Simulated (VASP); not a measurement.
Here is a VASP 6.6.1 calculation.

Contents of INCAR:

```
SYSTEM = Au
PREC = Accurate ; ENCUT = 520
EDIFF = 1E-6 ; ISMEAR = -1
SIGMA = 0.05 ; LREAL = .FALSE.
LASPH = .TRUE. ; NELM = 100
ALGO = Fast ; ISIF = 2
LWAVE = .FALSE. ; LCHARG = .TRUE.
GGA = PS ; LELF = .TRUE.
LVHAR = .TRUE. ; NBANDS = 18
```

KPOINTS

```
regular mesh
0
G
  10 10 6
  0 0 0
```

POSCAR

```
Au
1.0
    2.7965925888      0.0000000000      0.0000000000
   -0.0128683956      2.8012516386      0.0000000000
   -1.1302545584     -1.1774549423      4.8909659635
Au
2
Direct
    0.6728620000      0.6659620000      0.2740550000
    0.3271380000      0.3340380000      0.7259450000
```

Potentials or basis: VASP PAW PBE potentials, release 64 (Au).

Command:

```sh
$ cat potpaw_PBE.64/Au/POTCAR > POTCAR
$ mpirun -np 1 vasp_std > vasp.out
```

(1) What does it give for the pressure?

(2) Estimate the band gap on the k mesh.

(3) Estimate the largest force.

## Answers

(1) -5.9 GPa.

(2) zero (band 11 reaches 10.63 eV, above the bottom of band 12 at 5.67 eV).

(3) 0.110 eV/Å.

Caveat: the PAW data sets were made with another functional, which shifts forces and pressure a little; spin-orbit coupling is left out, which moves the levels of the heavy elements.
